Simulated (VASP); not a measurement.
A run of VASP 6.6.1 is set up as follows.

The input INCAR:

```
PREC = Accurate
ENCUT = 520
EDIFF = 1E-6
ISMEAR = -1
SIGMA = 0.08
LREAL = F
LASPH = T
NELM = 100
ALGO = Normal
ISIF = 2
LWAVE = F
LCHARG = T
GGA = CA
LELF = T
LVHAR = T
NBANDS = 12
```

File KPOINTS:

```
regular mesh
0
Gamma
  17 17 17
```

The input POSCAR:

```
Cd
1.0
    0.0000000000      1.9795110359      1.9795110359
    1.9795110359      0.0000000000      1.9795110359
    1.9795110359      1.9795110359      0.0000000000
Cd
1
Direct
    0.0000000000      0.0000000000      0.0000000000
```

Potentials or basis: VASP PAW LDA potentials, release 64 (Cd).

Launch:

```bash
$ cat potpaw_LDA.64/Cd/POTCAR > POTCAR
$ mpirun -np 1 vasp_std > vasp.out
```

Q: What does it give for the pressure?

A: 37.7 GPa.

Q: What does it give for the band gap on the k mesh?

A: Zero (bands 6 and 7 overlap by 1.92 eV).

Caveat: the cell stands under pressure.
